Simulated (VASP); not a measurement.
A run of VASP 6.6.1 is set up as follows.

Contents of INCAR:

```
SYSTEM = Mg8HO8
PREC     = Accurate       ! precision mode
ENCUT    = 520            ! plane-wave cutoff, eV
EDIFF    = 1E-6           ! SCF threshold, eV
ISMEAR   = -1             ! smearing method
SIGMA    = 0.05           ! smearing width, eV
LREAL    = Auto         
LASPH    = .True.         ! aspherical terms in the spheres
NELM     = 80             ! most SCF steps
ALGO     = Normal         ! electronic algorithm
ISIF     = 2              ! what is computed and relaxed
LWAVE    = .False.        ! write WAVECAR
LCHARG   = .False.        ! write CHGCAR
GGA      = PE             ! functional
NBANDS   = 46             ! bands
NELECT   = 64.0
```

File KPOINTS:

```
Automatic mesh
0
Gamma
  2 2 2
  0 0 0
```

POSCAR

```
Mg8HO8
1.0
    0.0000000000      3.9770000000      3.9770000000
    3.9770000000      0.0000000000      3.9770000000
    3.9770000000      3.9770000000      0.0000000000
Mg O H
8 8 1
Direct
    0.0074993714     -0.0065632386     -0.0004536082
    0.0037066885     -0.0012120945      0.4987667840
    0.0075082977      0.4995724164     -0.0004489565
    0.0075031431      0.4995697762      0.4934075937
    0.5132910485     -0.0173254966      0.0213984159
    0.5132944430     -0.0173067639      0.4826766407
    0.5045740508      0.4984971084     -0.0015225044
    0.5132882826      0.5214441790      0.4826448328
    0.2563226050      0.2462396279      0.2487362333
    0.2669048278      0.2443873523      0.7443672366
    0.2563169474      0.7487562233      0.2487303244
    0.2563203420      0.7487596178      0.7462210209
    0.7523912497      0.2482411365      0.2511926075
    0.7523771687      0.2482345989      0.7482064370
    0.7687709329      0.7437787277      0.2437467941
    0.7524014332      0.7512012824      0.7482176264
    0.4814905708      1.1729248177      0.6728466181
```

Potentials or basis: VASP PAW PBE potentials, release 64 (Mg, O, H).

Launch:

```bash
$ cat potpaw_PBE.64/Mg/POTCAR potpaw_PBE.64/O/POTCAR potpaw_PBE.64/H/POTCAR > POTCAR
$ mpirun -np 1 vasp_std > vasp.out
```

Estimate the largest force.

0.100 eV/Å.

Forces in eV/Å, atoms in the order of the input:
```
Mg  -0.008  0.008 -0.023
Mg  -0.001  0.001  0.001
Mg   0.023  0.008  0.008
Mg  -0.008 -0.023  0.008
Mg   0.013  0.037 -0.013
Mg  -0.037 -0.013 -0.013
Mg   0.006 -0.006 -0.006
Mg   0.013 -0.013  0.036
O   -0.002  0.002  0.000
O    0.055 -0.054 -0.054
O    0.000  0.001  0.002
O   -0.001  0.000  0.002
O    0.003 -0.015 -0.003
O    0.015 -0.003 -0.003
O   -0.017  0.016  0.016
O    0.003 -0.003 -0.015
H   -0.058  0.058  0.057
```

Caveat: the k points lie up to 0.68 Å⁻¹ apart; the cell carries a net charge on a neutralising background, which shifts energy and pressure.
